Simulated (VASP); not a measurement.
Write the native input for VASP 6.6.1 that does the following.

```yaml
Task: single point
Functional: PBE
Potentials_or_basis: VASP PAW PBE potentials, release 64 (La, O, C)
Cutoff: 520 eV
k_mesh: 1 × 1 × 1
Occupations: fermi-dirac, width 0.01 eV
Spin: no spin polarisation
Dipole_correction: no
Further_INCAR_settings: LREAL = Auto; ALGO = Normal; EDIFF = 1e-06; NBANDS = 188
```

The structure of La16CO24 (a cell with a defect) (C interstitial hop between voids) lies in POSCAR:

```
La16CO24
1.0
    7.8811453700     -0.0000000600      0.0000000000
   -3.9405726400      6.8252721300      0.0000000000
    0.0000000000      0.0000000000     12.3757188400
La O C
16 24 1
Direct
    0.3394124122      0.1886676452      0.4000869011
    0.1564544327      0.3225465545      0.1287616518
    0.3307582587      0.1694520010      0.8736505038
    0.1632438607      0.3442356532      0.6267574514
    0.3339178300      0.6822835678      0.3723039493
    0.1502118677      0.8104374307      0.0998977931
    0.3324435650      0.6639169741      0.8792739348
    0.1609530158      0.8295553499      0.6263275774
    0.8429188010      0.1630462536      0.3746832051
    0.6512295355      0.3167797559      0.1276646650
    0.8266764606      0.1654684279      0.8769855828
    0.6680478114      0.3350391012      0.6206743301
    0.8331092421      0.6763578011      0.3712623129
    0.6790244826      0.8358033104      0.1252134943
    0.8186623091      0.6547522156      0.8731566335
    0.6607283139      0.8336283054      0.6230034069
    0.3182320197      0.1405117629      0.1991684711
    0.1700637984      0.3588243756      0.3265150132
   -0.0042523318      0.0094665822     -0.0005292622
    0.3302391715      0.1724987660      0.6685868600
    0.1615543190      0.3345450505      0.8187287648
   -0.0146542484     -0.0102602504      0.5004960181
    0.3329545083      0.6624562265      0.1603502815
    0.1769694176      0.8584756621      0.3008828051
   -0.0261794245      0.4753395816      0.0027165291
    0.3305515060      0.6697555691      0.6881458855
    0.1573203917      0.8265450669      0.8311854150
    0.0193927202      0.5332247465      0.5043145437
    0.8272597925      0.1675052698      0.1837000363
    0.6699811519      0.3364160427      0.3397224884
    0.5042954391      0.0152076032     -0.0042005641
    0.8310910729      0.1694816013      0.6752663912
    0.6601773401      0.3291883454      0.8118840715
    0.4886105146     -0.0164309889      0.5042632336
    0.8106673042      0.6402196082      0.1734748525
    0.6591582946      0.8315398905      0.3160435406
    0.4854134529      0.4656609976     -0.0042619747
    0.8265652572      0.6644262622      0.6812219241
    0.6612071043      0.8295102278      0.8249078807
    0.4982326998      0.5239546441      0.4970880544
    0.1317111236     -0.0004328021      0.2500152953
```

These files were run (other wordings do the same):

INCAR

```
PREC     = Accurate       # precision mode
ENCUT    = 520            # plane-wave cutoff, eV
EDIFF    = 1E-6           # SCF threshold, eV
ISMEAR   = -1             # smearing method
SIGMA    = 0.01           # smearing width, eV
LREAL    = Auto         
LASPH    = True           # aspherical terms in the spheres
NELM     = 80             # most SCF steps
ALGO     = Normal         # electronic algorithm
ISIF     = 2              # what is computed and relaxed
LWAVE    = False          # write WAVECAR
LCHARG   = False          # write CHGCAR
GGA      = PE             # functional
NBANDS   = 188            # bands
```

KPOINTS

```
Automatic mesh
0
Gamma
  1 1 1
```

Potentials or basis: VASP PAW PBE potentials, release 64 (La, O, C).

The run is started by

```sh
$ cat potpaw_PBE.64/La/POTCAR potpaw_PBE.64/O/POTCAR potpaw_PBE.64/C/POTCAR > POTCAR
$ mpirun -np 1 vasp_gam > vasp.out
```

Results of the run:

- Pressure: 1.7 GPa
- Largest force: 0.163 eV/Å
- Band gap on the k mesh: 1.47 eV

Caveat: the k points lie up to 0.92 Å⁻¹ apart; spin-orbit coupling is left out, which moves the levels of the heavy elements.

Wall time 5 min on 1 thread of Intel(R) Xeon(R) 6975P-C (Granite Rapids) (shared host), peak memory 0.72 GiB.
